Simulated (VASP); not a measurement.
# ZnO (zincite) (P6_3mc) in VASP: a series of runs

Aim: see how the results for ZnO (zincite) move with the level of theory and the settings. Levels: r2SCAN, PBEsol. Tasks: single point.

All numbers are computed with VASP 6.6.1; they aren't measurements. Logs are shortened: lines on timing, memory, paths and dates and some standing lists are left out, and cuts for length are marked.

## (1) The cell of the first run

It takes space group P6_3mc (No. 186, hexagonal). Conventional cell: a = 3.249 Å, b = 3.249 Å, c = 5.206 Å, α = 90.00°, β = 90.00°, γ = 120.00°. Within 2.6 Å of Zn (site symmetry 3m) lie 4 O at 1.97 to 1.98 Å. Within 2.6 Å of O (site symmetry 3m) lie 4 Zn at 1.97 to 1.98 Å.

## (2) Single point, r2SCAN

The input, POSCAR:

```
ZnO
1.0
    3.2493080000      0.0000000000      0.0000000000
   -1.6246540000      2.8139832727      0.0000000000
    0.0000000000      0.0000000000      5.2057090000
Zn O
2 2
Direct
    0.6666666667      0.3333333333      0.0000000000
    0.3333333333      0.6666666667      0.5000000000
    0.3333333333      0.6666666667      0.8790100000
    0.6666666667      0.3333333333      0.3790100000
```

The input, INCAR.step1:

```
  PREC = Accurate
  ENCUT = 520
  ISMEAR = -1
  SIGMA = 0.05
  LREAL = False
  LASPH = True
  NELM = 80
  NBANDS = 26
  GGA = PE
  ALGO = Normal
  EDIFF = 1E-4
  LWAVE = True
  LCHARG = False
```

The input, INCAR.step2:

```
  PREC = Accurate
  ENCUT = 520
  EDIFF = 1E-7
  ISMEAR = -1
  SIGMA = 0.05
  LREAL = False
  LASPH = True
  NELM = 80
  ALGO = Normal
  ISIF = 2
  LWAVE = False
  LCHARG = True
  METAGGA = R2SCAN
  LMIXTAU = True
  LELF = True
  LVHAR = True
  NBANDS = 26
  ISTART = 1
```

The input, KPOINTS:

```
Automatic mesh
0
Gamma
  5 5 3
```

Potentials or basis: VASP PAW PBE potentials, release 64 (Zn, O).

Run with:

```sh
cat potpaw_PBE.64/Zn/POTCAR potpaw_PBE.64/O/POTCAR > POTCAR
cp INCAR.step1 INCAR
mpirun -np 1 vasp_std > vasp.out
cp INCAR.step2 INCAR
mpirun -np 1 vasp_std > vasp.out
```

OUTCAR:

```text
PREC = Accurate
   ENCUT = 520
   EDIFF = 1E-7
   ISMEAR = -1
   LREAL = False
   LASPH = True
   NELM = 80
   ISIF = 2
   METAGGA = R2SCAN
   ISTART = 1

 ion  position               nearest neighbor table
   1  0.667  0.333  0.000-   4 1.97   3 1.98   3 1.98   3 1.98
   2  0.333  0.667  0.500-   3 1.97   4 1.98   4 1.98   4 1.98
   3  0.333  0.667  0.879-   2 1.97   1 1.98   1 1.98   1 1.98
   4  0.667  0.333  0.379-   1 1.97   2 1.98   2 1.98   2 1.98

  LATTYP: Found a hexagonal cell.
 ALAT       =     3.2493080000
 C/A-ratio  =     1.6020977390

  Lattice vectors:

 A1 = (   3.2493080000,   0.0000000000,   0.0000000000)
 A2 = (  -1.6246540000,   2.8139832727,   0.0000000000)
 A3 = (   0.0000000000,   0.0000000000,   5.2057090000)

Analysis of symmetry for initial positions (statically):
=====================================================================
 Subroutine PRICEL returns:
 Original cell was already a primitive cell.

 Routine SETGRP: Setting up the symmetry group for a
 hexagonal supercell.

 Subroutine GETGRP returns: Found 12 space group operations
 (whereof  6 operations were pure point group operations)
 out of a pool of 24 trial point group operations.

The static configuration has the point symmetry C_3v.
 The point group associated with its full space group is C_6v.

Analysis of symmetry for dynamics (positions and initial velocities):
=====================================================================
 Subroutine PRICEL returns:
 Original cell was already a primitive cell.

 Routine SETGRP: Setting up the symmetry group for a
 hexagonal supercell.

 Subroutine GETGRP returns: Found 12 space group operations
 (whereof  6 operations were pure point group operations)
 out of a pool of 24 trial point group operations.

The dynamic configuration has the point symmetry C_3v.
 The point group associated with its full space group is C_6v.

 Subroutine INISYM returns: Found 12 space group operations
 (whereof  6 operations are pure point group operations),
 and found     1 'primitive' translations

----------------------------------------------------------------------------------------

                                     Primitive cell

  volume of cell :      47.5984

  direct lattice vectors                    reciprocal lattice vectors
     3.249308000  0.000000000  0.000000000     0.307757836  0.177684070  0.000000000
    -1.624654000  2.813983273  0.000000000     0.000000000  0.355368139  0.000000000
     0.000000000  0.000000000  5.205709000     0.000000000  0.000000000  0.192096792

  length of vectors
     3.249308000  3.249308000  5.205709000     0.355368139  0.355368139  0.192096792

  position of ions in fractional coordinates (direct lattice)
     0.666666667  0.333333333  0.000000000
     0.333333333  0.666666667  0.500000000
     0.333333333  0.666666667  0.879010000
     0.666666667  0.333333333  0.379010000

  ion indices of the primitive-cell ions
   primitive index   ion index
                 1           1
                 2           2
                 3           3
                 4           4

----------------------------------------------------------------------------------------

 KPOINTS: Automatic mesh

Automatic generation of k-mesh.
 Grid dimensions read from file:
 generate k-points for:    5    5    3

 Generating k-lattice:

  Cartesian coordinates                     Fractional coordinates (reciprocal lattice)
     0.061551567  0.035536814  0.000000000     0.200000000  0.000000000  0.000000000
     0.000000000  0.071073628  0.000000000     0.000000000  0.200000000  0.000000000
     0.000000000  0.000000000  0.064032264     0.000000000  0.000000000  0.333333333

  Length of vectors
     0.071073628  0.071073628  0.064032264

  Shift w.r.t. Gamma in fractional coordinates (k-lattice)
     0.000000000  0.000000000  0.000000000

 Subroutine IBZKPT returns following result:
 ===========================================

 Found     10 irreducible k-points:

 Following reciprocal coordinates:
            Coordinates               Weight
  0.000000  0.000000  0.000000      1.000000
  0.200000 -0.000000  0.000000      6.000000
  0.400000 -0.000000  0.000000      6.000000
  0.200000  0.200000  0.000000      6.000000
  0.400000  0.200000  0.000000      6.000000
  0.000000  0.000000  0.333333      2.000000
  0.200000 -0.000000  0.333333     12.000000
  0.400000 -0.000000  0.333333     12.000000
  0.200000  0.200000  0.333333     12.000000
  0.400000  0.200000  0.333333     12.000000
   k-points           NKPTS =     10   k-points in BZ     NKDIM =     10   number of bands    NBANDS=     26
   number of dos      NEDOS =    301   number of ions     NIONS =      4
   total plane-waves  NPLWV =  23040
   dimension x,y,z NGX =    24 NGY =   24 NGZ =   40
   dimension x,y,z NGXF=    48 NGYF=   48 NGZF=   80
   ions per type =               2   2
   NGX,Y,Z   is equivalent  to a cutoff of  12.28, 12.28, 12.77 a.u.
   NGXF,Y,Z  is equivalent  to a cutoff of  24.56, 24.56, 25.55 a.u.
 SYSTEM =  unknown system
   PREC   = accura    normal or accurate (medium, high low for compatibility)
   ISTART =      1    job   : 0-new  1-cont  2-samecut
   ICHARG =      0    charge: 1-file 2-atom 10-const
   ISPIN  =      1    spin polarized calculation?
   LNONCOLLINEAR =      F non collinear calculations
   LSORBIT =      F    spin-orbit coupling
   LASPH  =      T    aspherical Exc in radial PAW
   ENCUT  =  520.0 eV  38.22 Ry    6.18 a.u.   6.04  6.04  9.68*2*pi/ulx,y,z
   NELM   =     80;   NELMIN=  2; NELMDL=  0     # of ELM steps
   EDIFF  = 0.1E-06   stopping-criterion for ELM
   LREAL  =      F    real-space projection
   EDIFFG = 0.1E-05   stopping-criterion for IOM
   NSW    =      0    number of steps for IOM
   IBRION =     -1    ionic relax: 0-MD 1-quasi-New 2-CG
   NFREE  =      0    steps in history (QN), initial steepest desc. (CG)
   ISIF   =      2    stress and relaxation
   ISYM   =      2    0-nonsym 1-usesym 2-fastsym
   POTIM  = 0.5000    time-step for ionic-motion
   TEBEG  =    0.0;   TEEND  =   0.0 temperature during run
   PSTRESS=    0.0 pullay stress
   NELECT =      36.0000    total number of electrons
   NUPDOWN=      -1.0000    fix difference up-down
   EMIN   =  10.00;   EMAX   =-10.00  energy-range for DOS
   EFERMI =   0.00;   METHOD = LEGACY
   ISMEAR =    -1;   SIGMA  =   0.05  broadening in eV -4-tet -1-fermi 0-gaus
   EFERMI_NEDOS =   21; number of points for ismear=-14 and -15
   IALGO  =     38    algorithm
   IMIX   =      4    mixing-type and parameters
     AMIX     =   0.40;   BMIX     =  1.00
     AMIX_MAG =   1.60;   BMIX_MAG =  1.00
  volume/ion in A,a.u.               =      11.90        80.30
  Fermi-wavevector in a.u.,A,eV,Ry     =   1.491574  2.818667 30.270160  2.224794
  Thomas-Fermi vector in A             =   2.604212
   LORBIT       =      0    0 simple, 1 ext, 2 COOP (PROOUT), +10 PAW based schemes
   METAGGA = R2SCAN    functional components
   LHFCALC =     F    Hartree Fock is set to
   AEXX    =    0.0000 exact exchange contribution
   IVDW    =     0    specifies the selected vdW correction
   LEPSILON=     F    determine dielectric tensor
   LRPA    =     F    only Hartree local field effects (RPA)
 non-spin polarized calculation
  energy-cutoff  :      520.00
  volume of cell :       47.60
 maximum number of plane-waves:      1289
   NGX = 13   NGY = 13   NGZ = 19

 number of electron      36.0000017 magnetization

 Free energy of the ion-electron system (eV)
  ---------------------------------------------------
  ext. energy  EPLUGINS =         0.00000000
  ---------------------------------------------------
  free energy    TOTEN  =       -36.31141519 eV

  energy without entropy =      -36.31141493  energy(sigma->0) =      -36.31141506

 E-fermi :   1.4814     XC(G=0): -11.6608

 val. band max:        0.8458888219   @ k =   0.0000   0.0000   0.0000
 cond. band min:       2.0746669275   @ k =   0.0000   0.0000   0.0000
 fundamental gap:      1.2287781056
 Fermi energy:         1.4814150093

 k-point     1 :       0.0000    0.0000    0.0000
  band No.  band energies     occupation
      1     -18.2293      2.00000
      2     -17.5353      2.00000
      3      -4.9623      2.00000
      4      -4.9622      2.00000
      5      -4.9196      2.00000
      6      -4.8342      2.00000
[... 18 lines left out ...]
     25      15.8789      0.00000
     26      15.8791      0.00000

 k-point     2 :       0.2000   -0.0000    0.0000
  band No.  band energies     occupation
      1     -18.0351      2.00000
      2     -17.4561      2.00000
      3      -5.1443      2.00000
      4      -4.8488      2.00000
      5      -4.8487      2.00000
      6      -4.7429      2.00000
[... 18 lines left out ...]
     25      15.3636      0.00000
     26      16.0178      0.00000

 k-point     3 :       0.4000   -0.0000    0.0000
  band No.  band energies     occupation
      1     -17.6641      2.00000
      2     -17.3660      2.00000
      3      -5.2199      2.00000
      4      -4.9108      2.00000
      5      -4.7088      2.00000
      6      -4.4215      2.00000
[... 18 lines left out ...]
     25      14.8965      0.00000
     26      15.9037      0.00000

 k-point     4 :       0.2000    0.2000    0.0000
  band No.  band energies     occupation
      1     -17.7475      2.00000
      2     -17.3741      2.00000
      3      -5.0793      2.00000
      4      -4.9640      2.00000
      5      -4.6859      2.00000
      6      -4.5888      2.00000
[... 18 lines left out ...]
     25      13.6214      0.00000
     26      16.6044      0.00000

 k-point     5 :       0.4000    0.2000    0.0000
  band No.  band energies     occupation
      1     -17.5107      2.00000
      2     -17.3765      2.00000
      3      -5.0338      2.00000
      4      -4.7093      2.00000
      5      -4.5446      2.00000
      6      -4.4617      2.00000
[... 18 lines left out ...]
     25      14.2346      0.00000
     26      15.0045      0.00000

 k-point     6 :       0.0000    0.0000    0.3333
  band No.  band energies     occupation
      1     -18.0621      2.00000
      2     -17.7149      2.00000
      3      -5.1238      2.00000
      4      -5.0783      2.00000
      5      -4.9280      2.00000
      6      -4.9280      2.00000
[... 18 lines left out ...]
     25      15.1947      0.00000
     26      15.1948      0.00000

 k-point     7 :       0.2000   -0.0000    0.3333
  band No.  band energies     occupation
      1     -17.8924      2.00000
      2     -17.6026      2.00000
      3      -5.2395      2.00000
      4      -5.1481      2.00000
      5      -4.7984      2.00000
      6      -4.7872      2.00000
[... 18 lines left out ...]
     25      14.9258      0.00000
     26      15.4241      0.00000

 k-point     8 :       0.4000   -0.0000    0.3333
  band No.  band energies     occupation
      1     -17.5847      2.00000
      2     -17.4353      2.00000
      3      -5.3314      2.00000
      4      -5.2126      2.00000
      5      -4.6083      2.00000
      6      -4.4848      2.00000
[... 18 lines left out ...]
     25      15.1101      0.00000
     26      15.6154      0.00000

 k-point     9 :       0.2000    0.2000    0.3333
  band No.  band energies     occupation
      1     -17.6508      2.00000
      2     -17.4638      2.00000
      3      -5.2176      2.00000
      4      -5.1359      2.00000
      5      -4.6916      2.00000
      6      -4.6676      2.00000
[... 18 lines left out ...]
     25      14.2276      0.00000
     26      16.4101      0.00000

 k-point    10 :       0.4000    0.2000    0.3333
  band No.  band energies     occupation
      1     -17.4706      2.00000
      2     -17.4032      2.00000
      3      -5.1068      2.00000
      4      -4.9932      2.00000
      5      -4.7121      2.00000
      6      -4.4857      2.00000
[... 18 lines left out ...]
     25      15.3633      0.00000
     26      16.2526      0.00000

------------------------ aborting loop because EDIFF is reached ----------------------------------------

  FORCE on cell =-STRESS in cart. coord.  units (eV):
  Direction    XX          YY          ZZ          XY          YZ          ZX
  --------------------------------------------------------------------------------------
  -------------------------------------------------------------------------------------
  Total       -0.2021565     -0.2021565      0.2985518      0.0000000     -0.0000000      0.0000000
  in kB       -6.8046548     -6.8046548     10.0493490      0.0000000     -0.0000000      0.0000000
  external PRESSURE =      -1.1866535 kB  Pullay stress =       0.0000000 kB

 VOLUME and BASIS-vectors are now :
 -----------------------------------------------------------------------------
  energy-cutoff  :      520.00
  volume of cell :       47.60
      direct lattice vectors                 reciprocal lattice vectors
     3.249308000  0.000000000  0.000000000     0.307757836  0.177684070  0.000000000
    -1.624654000  2.813983273  0.000000000     0.000000000  0.355368139  0.000000000
     0.000000000  0.000000000  5.205709000     0.000000000  0.000000000  0.192096792

 POSITION                                       TOTAL-FORCE (eV/Angst)
 -----------------------------------------------------------------------------------
      1.62465      0.93799      0.00000        -0.000000      0.000000     -0.085653
     -0.00000      1.87599      2.60285         0.000000     -0.000000     -0.085653
     -0.00000      1.87599      4.57587        -0.000000     -0.000000      0.085653
      1.62465      0.93799      1.97302        -0.000000     -0.000000      0.085653
 -----------------------------------------------------------------------------------
    total drift:                                0.000000      0.000000     -0.087042

  FREE ENERGIE OF THE ION-ELECTRON SYSTEM (eV)
  ---------------------------------------------------
  free  energy   TOTEN  =       -36.3114151851 eV

  energy  without entropy=      -36.3114149326  energy(sigma->0) =      -36.31141506
```

It took 51 s on 1 thread of Intel Xeon 6975P-C, shared host; peak memory 0.17 GiB.

Results:

- Free energy: -36.3114 eV
- Pressure: -0.1 GPa
- Largest force: 0.086 eV/Å
- Band gap on the k mesh: 1.23 eV, direct

Forces in eV/Å, atoms in the order of the input:
```
Zn   0.000  0.000 -0.086
Zn   0.000  0.000 -0.086
O    0.000  0.000  0.086
O    0.000  0.000  0.086
```

Stress tensor (GPa, compression positive):
```
-0.68  0.00  0.00
 0.00 -0.68  0.00
 0.00  0.00  1.00
```

Caveat: the k points lie up to 0.45 Å⁻¹ apart; the PAW data sets were made with another functional, which shifts forces and pressure a little. r2SCAN opens gaps a little over a GGA but as a rule still falls short of measured ones.

## (3) Single point, PBEsol

This run uses another cell than the first one, of 10.15 Å³/atom, 0.853 times its volume.

The input, INCAR:

```
ALGO = Normal
EDIFF = 1E-6
ENCUT = 520
GGA = PS
ISIF = 2
ISMEAR = -1
LASPH = T
LCHARG = F
LREAL = F
LWAVE = F
NBANDS = 26
NELM = 60
PREC = Accurate
SIGMA = 0.05
```

The input, KPOINTS:

```
k-points
0
Gamma
  9 9 5
```

The input, POSCAR:

```
ZnO
1.0
    3.0712207159      0.0000000000      0.0000000000
   -1.5356103579      2.6597551606      0.0000000000
    0.0000000000      0.0000000000      4.9705264340
Zn O
2 2
Direct
    0.6666666667      0.3333333333      0.0005637377
    0.3333333333      0.6666666667      0.5005637377
    0.3333333333      0.6666666667      0.8784462623
    0.6666666667      0.3333333333      0.3784462623
```

Potentials or basis: VASP PAW PBE potentials, release 64 (Zn, O).

Run with:

```sh
cat potpaw_PBE.64/Zn/POTCAR potpaw_PBE.64/O/POTCAR > POTCAR
mpirun -np 1 vasp_std > vasp.out
```

Wall time 29 s (1 thread of Intel Xeon 6975P-C, shared host); peak memory 0.17 GiB.

The run converged. Its results:

| Quantity | Value |
| --- | --- |
| Free energy | -18.8134 eV |
| Pressure | 31.8 GPa |
| Band gap on the k mesh | 0.90 eV, direct |

Levels at points of the mesh, in eV from the valence-band top:
| k point | band 14 | band 15 | band 16 | band 17 | band 18 | band 19 | band 20 | band 21 | band 22 | band 23 |
| --- | --- | --- | --- | --- | --- | --- | --- | --- | --- | --- |
| (0.00, 0.00, 0.00) | -1.01 | -1.01 | -0.15 | 0.00 | 0.00 | 0.90 | 5.70 | 8.56 | 13.60 | 13.60 |

Caveat: the PAW data sets were made with another functional, which shifts forces and pressure a little.

## (4) Single point, PBEsol

This run uses another cell than the first one, of 10.57 Å³/atom, 0.888 times its volume.

The input, INCAR:

```
SYSTEM = ZnO
PREC = Accurate ; ENCUT = 520
EDIFF = 1E-6 ; ISMEAR = -1
SIGMA = 0.05 ; LREAL = .False.
LASPH = .True. ; NELM = 80
ALGO = Normal ; ISIF = 2
LWAVE = .False. ; LCHARG = .True.
GGA = PS ; LELF = .True.
LVHAR = .True. ; NBANDS = 26
```

The input, KPOINTS:

```
regular mesh
0
Gamma
  9 9 5
  0 0 0
```

The input, POSCAR:

```
ZnO
1.0
    3.1148982848      0.0000000000      0.0000000000
   -1.5574491424      2.6975810449      0.0000000000
    0.0000000000      0.0000000000      5.0308147772
Zn O
2 2
Direct
    0.6666666667      0.3333333333      0.0001941926
    0.3333333333      0.6666666667      0.5001941926
    0.3333333333      0.6666666667      0.8788158074
    0.6666666667      0.3333333333      0.3788158074
```

Run with:

```sh
cat potpaw_PBE.64/Zn/POTCAR potpaw_PBE.64/O/POTCAR > POTCAR
mpirun -np 1 vasp_std > vasp.out
```

It took 35 s on 1 thread of Intel Xeon 6975P-C, shared host; peak memory 0.17 GiB.

Results (log left out):

```yaml
Free_energy: -19.0925 eV
Pressure: 21.5 GPa
Band_gap_on_the_k_mesh: 0.84 eV, direct
```

Levels at points of the mesh, in eV from the valence-band top:
```tsv
k point	band 15	band 16	band 17	band 18	band 19	band 20	band 21	band 22
(0.00, 0.00, 0.00)	-0.95	-0.13	0.00	0.00	0.84	5.55	8.45	13.38
```

Caveat: the PAW data sets were made with another functional, which shifts forces and pressure a little.

## (5) Single point, PBEsol

This run uses another cell than the first one, of 11.09 Å³/atom, 0.932 times its volume.

The input, INCAR:

```
SYSTEM = ZnO
PREC = Accurate ; ENCUT = 520
EDIFF = 1E-6 ; ISMEAR = -1
SIGMA = 0.05 ; LREAL = .FALSE.
LASPH = .TRUE. ; NELM = 100
ALGO = Normal ; ISIF = 2
LWAVE = .FALSE. ; LCHARG = .FALSE.
GGA = PS ; NBANDS = 26
```

The input, KPOINTS:

```
Automatic mesh
0
G
  9 9 5
  0 0 0
```

The input, POSCAR:

```
ZnO
1.0
    3.1656340210      0.0000000000      0.0000000000
   -1.5828170105      2.7415194813      0.0000000000
    0.0000000000      0.0000000000      5.1108618710
Zn O
2 2
Direct
    0.6666666667      0.3333333333      0.0001036846
    0.3333333333      0.6666666667      0.5001036846
    0.3333333333      0.6666666667      0.8789063154
    0.6666666667      0.3333333333      0.3789063154
```

Run with:

```sh
cat potpaw_PBE.64/Zn/POTCAR potpaw_PBE.64/O/POTCAR > POTCAR
mpirun -np 1 vasp_std > vasp.out
```

Wall time 33 s (1 thread of Intel Xeon 6975P-C, shared host); peak memory 0.18 GiB.

The run converged. Its results:

```
Free energy            : -19.3061 eV
Pressure               : 11.2 GPa
Band gap on the k mesh : 0.78 eV, direct
```

Levels at points of the mesh, in eV from the valence-band top:
```
           k point  band 16  band 17  band 18  band 19  band 20  band 21
(0.00, 0.00, 0.00)    -0.11     0.00     0.00     0.78     5.37     8.30
```

Caveat: the PAW data sets were made with another functional, which shifts forces and pressure a little. As with any semilocal functional, this PBEsol gap is likely too small.

## (6) Overview

```csv
level,cell,k mesh,gap on the mesh (eV),pressure (GPa)
r2SCAN,"a = 3.249, b = 3.249, c = 5.206 Å, angles 90.0, 90.0, 120.0°, 4 atoms",5 × 5 × 3,1.23,-0.1
PBEsol,"a = 3.071, b = 3.071, c = 4.971 Å, angles 90.0, 90.0, 120.0°, 4 atoms",9 × 9 × 5,0.90,31.8
PBEsol,"a = 3.115, b = 3.115, c = 5.031 Å, angles 90.0, 90.0, 120.0°, 4 atoms",9 × 9 × 5,0.84,21.5
PBEsol,"a = 3.166, b = 3.166, c = 5.111 Å, angles 90.0, 90.0, 120.0°, 4 atoms",9 × 9 × 5,0.78,11.2
```

Alike in all rows: task single point; potentials or basis VASP PAW PBE potentials, release 64 (Zn, O); no spin polarisation; cutoff (eV) 520; smearing fermi-dirac 0.05 eV.

Caveats: some runs use coarse meshes; the PAW data sets were made with another functional, which shifts forces and pressure a little.

Absolute energies hang on the potentials; compare differences alone.
